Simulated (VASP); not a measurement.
Set up this calculation in VASP 6.6.1, as the native input.

- Task: relaxation of cell and atoms
- Functional: r2SCAN
- Potentials or basis: VASP PAW PBE potentials, release 64 (Ti_sv, O)
- Cutoff: 600 eV
- k mesh: 18 × 18 × 8
- Occupations: gaussian, width 0.1 eV
- Spin: no spin polarisation
- Dipole correction: no
- Further INCAR settings: ALGO = Normal; EDIFF = 1e-06; IBRION = 2; EDIFFG = -0.01; NSW = 80; ISIF = 3

The system is TiO.

```
Ti O
1.0
     2.76681    0.00000    0.00000
    -1.38341    2.39613    0.00000
     0.00000    0.00000    5.73942
Ti O
2 2
Cartesian
  0.0000 0.0000 0.0000
  0.0000 0.0000 2.8697
  0.0000 1.5974 1.4349
  1.3834 0.7987 4.3046
```

One way to write it, as run:

POSCAR

```
TiO
1.0
    2.7668118117      0.0000000000      0.0000000000
   -1.3834059058      2.3961293164      0.0000000000
    0.0000000000      0.0000000000      5.7394150077
Ti O
2 2
Direct
    0.0000000000      0.0000000000      0.0000000000
    0.0000000000      0.0000000000      0.5000000000
    0.3333333333      0.6666666667      0.2500000000
    0.6666666667      0.3333333333      0.7500000000
```

INCAR.step1

```
  PREC = Accurate
  ENCUT = 600
  ISMEAR = 0
  SIGMA = 0.1
  LREAL = False
  LASPH = True
  NELM = 100
  GGA = PE
  ALGO = Normal
  EDIFF = 1E-4
  LWAVE = True
  LCHARG = False
```

INCAR.step2

```
  PREC = Accurate
  ENCUT = 600
  EDIFF = 1E-6
  ISMEAR = 0
  SIGMA = 0.1
  LREAL = False
  LASPH = True
  NELM = 100
  ALGO = Normal
  ISIF = 3
  LWAVE = False
  LCHARG = False
  METAGGA = R2SCAN
  LMIXTAU = True
  IBRION = 2
  NSW = 80
  EDIFFG = -0.01
  ISTART = 1
```

KPOINTS

```
Automatic mesh
0
Gamma
  18 18 8
```

Potentials or basis: VASP PAW PBE potentials, release 64 (Ti_sv, O).

The run is started by

```console
$ cat potpaw_PBE.64/Ti_sv/POTCAR potpaw_PBE.64/O/POTCAR > POTCAR
$ cp INCAR.step1 INCAR
$ mpirun -np 1 vasp_std > vasp.out
$ cp INCAR.step2 INCAR
$ mpirun -np 1 vasp_std > vasp.out
```

It gave:

```
Relaxed volume                        : 9.58 Å³/atom
Relaxed cell                          : a = 2.768 Å, b = 2.768 Å, c = 5.775 Å, α = 90.00°, β = 90.00°, γ = 120.00°
Space group after relaxing (to 0.1 Å) : P6_3/mmc (No. 194)
Energy gained by relaxing             : 0.8 meV/atom
Ionic steps                           : 5
Pressure after relaxing               : 0.1 GPa
Band gap on the k mesh                : zero (bands 18 and 19 overlap by 0.60 eV)
```

Caveat: the PAW data sets were made with another functional, which shifts forces and pressure a little; semilocal functionals often make such compounds metallic where correlation or magnetic order opens a gap, which also shifts bond lengths.

Run time: 50 min on 1 thread of Oxide Virtual Turin-like Processor, with other jobs on the host, peak memory 0.28 GiB.
